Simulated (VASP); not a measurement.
A run of VASP 6.6.1:

INCAR

```
SYSTEM = Si
PREC = Accurate
ENCUT = 520
EDIFF = 1E-6
ISMEAR = -1
SIGMA = 0.05
LREAL = Auto
LASPH = .True.
NELM = 80
ALGO = Normal
ISIF = 2
LWAVE = .False.
LCHARG = .False.
GGA = PE
NBANDS = 56
ISYM = 0
```

Contents of KPOINTS:

```
Automatic mesh
0
Gamma
  1 1 1
  0.25 0.25 0.25
```

File POSCAR:

```
Si
1.0
    7.2812860000      0.0138440000     -0.2431290000
    0.0138440000      7.4715990000     -0.0584000000
   -0.2431290000     -0.0584000000      7.1523540000
Si
20
Direct
    0.0999216906      0.1096771421      0.3938517313
    0.1378245151      0.4492682637      0.7100402753
    0.6822984546      0.9388585006      0.0227564068
    0.9221902733      0.1845125995      0.1026019874
    0.5130792969      0.8228547844      0.2603091480
    0.9375382229      0.9513872238      0.6166970685
    0.1435184296      0.7964597409      0.8460731587
    0.8325288199      0.4930562161      0.6603914435
    0.5041574247      0.3604326122      0.7562414493
    0.5122428798      0.0763724545      0.4949973464
    0.4340265526      0.6119990017      0.9999793332
    0.7520592074      0.1740760115      0.7797715888
    0.4091595941      1.0020706448      0.7901101496
    0.2284512272      0.4357421400      0.1701406921
    0.9732022199      0.6358555393      0.1881613586
    0.7898895558      0.7033389835      0.4373472083
    0.7504083158      0.6387534030      0.9385777357
    0.3185882811      0.3481949351      0.4606928900
    0.1987014319      0.8727592560      0.1799145038
    0.2029945051      0.2185474824      0.9163597081
```

Potentials or basis: VASP PAW PBE potentials, release 64 (Si).

Run with:

```bash
$ cat potpaw_PBE.64/Si/POTCAR > POTCAR
$ mpirun -np 1 vasp_std > vasp.out
```

Hardware: 1 thread of Intel(R) Xeon(R) Platinum 8375C CPU @ 2.90GHz (Ice Lake), with other jobs on the host.

Problem. Estimate the wall time of this run.

Solution. Run time: 50 s on 1 thread of Intel(R) Xeon(R) Platinum 8375C CPU @ 2.90GHz (Ice Lake) (shared host), peak memory 0.34 GiB. Counts: scf iterations 16, k points 1.
